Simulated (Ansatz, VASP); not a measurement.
**MgO: VASP beside Ansatz**

The input POSCAR:

```
MgO
1.0
    3.2882172536      0.0000000000      0.0000000000
   -1.6441086268      2.8476796748      0.0000000000
    0.0000000000      0.0000000000      5.0343661375
Mg O
2 2
Direct
    0.3333333333      0.6666666667     -0.0098385294
    0.6666666667      0.3333333333      0.4901614706
    0.3333333333      0.6666666667      0.3848385294
    0.6666666667      0.3333333333      0.8848385294
```

Contents of INCAR.step1:

```
PREC     = Accurate       # precision mode
ENCUT    = 520            # plane-wave cutoff, eV
ISMEAR   = 0              # smearing method
SIGMA    = 0.01           # smearing width, eV
LREAL    = F              # projectors in reciprocal space
LASPH    = T              # aspherical terms in the spheres
NELM     = 60             # most SCF steps
NBANDS   = 16             # bands
GGA      = PE             # functional
ALGO     = Normal         # electronic algorithm
EDIFF    = 1E-4           # SCF threshold, eV
LWAVE    = T              # write WAVECAR
LCHARG   = F              # write CHGCAR
```

Contents of INCAR.step2:

```
PREC     = Accurate       # precision mode
ENCUT    = 520            # plane-wave cutoff, eV
EDIFF    = 1E-6           # SCF threshold, eV
ISMEAR   = 0              # smearing method
SIGMA    = 0.01           # smearing width, eV
LREAL    = F              # projectors in reciprocal space
LASPH    = T              # aspherical terms in the spheres
NELM     = 60             # most SCF steps
ALGO     = Normal         # electronic algorithm
ISIF     = 2              # what is computed and relaxed
LWAVE    = F              # write WAVECAR
LCHARG   = F              # write CHGCAR
METAGGA  = R2SCAN         # meta-GGA
LMIXTAU  = T            
NBANDS   = 16             # bands
ISTART   = 1
```

KPOINTS

```
Automatic mesh
0
Gamma
  12 12 6
```

Input for Ansatz:

```yaml
crystal:
  lattice:
    - [3.2882172536, 0.0, 0.0]
    - [-1.6441086268, 2.8476796748, 0.0]
    - [0.0, 0.0, 5.0343661375]
  atoms:
    - { symbol: Mg, position: [0.3333333333, 0.6666666667, -0.0098385294] }
    - { symbol: Mg, position: [0.6666666667, 0.3333333333, 0.4901614706] }
    - { symbol: O, position: [0.3333333333, 0.6666666667, 0.3848385294] }
    - { symbol: O, position: [0.6666666667, 0.3333333333, 0.8848385294] }
kpoints:
  mp_grid: { grid: [12, 12, 6] }
  band_path:
    path:
      - [0.0, 0.0, 0.0]
      - [0.5, 0.0, 0.0]
      - [0.3333333333, 0.3333333333, 0.0]
      - [0.0, 0.0, 0.5]
      - [0.5, 0.0, 0.5]
      - [0.3333333333, 0.3333333333, 0.5]
    npoints: 1
hamiltonian:
  xc: r2scan
scf:
  occupations: { method: fixed }
  n_extra_bands: 5
output:
  forces: true
  stress: true
  eigenvalues: true
```

Alike in both runs: task single point; functional r2SCAN; k mesh 12 × 12 × 6; no spin polarisation.

```csv
,VASP,Ansatz
version,VASP 6.6.1,Ansatz 0.2.0
potentials or method,"VASP PAW PBE potentials, release 64 (Mg, O)","plane waves, PAW"
plane-wave cutoff (eV),520,500
occupations,"gaussian, width 0.01 eV",fixed
valence electrons in the cell,16,32
```

|  | VASP | Ansatz | Ansatz less VASP |
| --- | --- | --- | --- |
| gap on the k mesh at the Fermi level (eV) | 4.21 | 4.22 | +0.015 |
| pressure (GPa) | -0.5 | 0.0 | +0.56 |

VASP's potentials were made for PBE, not for r2SCAN. VASP's potentials hold 16 valence electrons a cell and Ansatz's 32, so a difference there can come from the potentials and not from the codes.
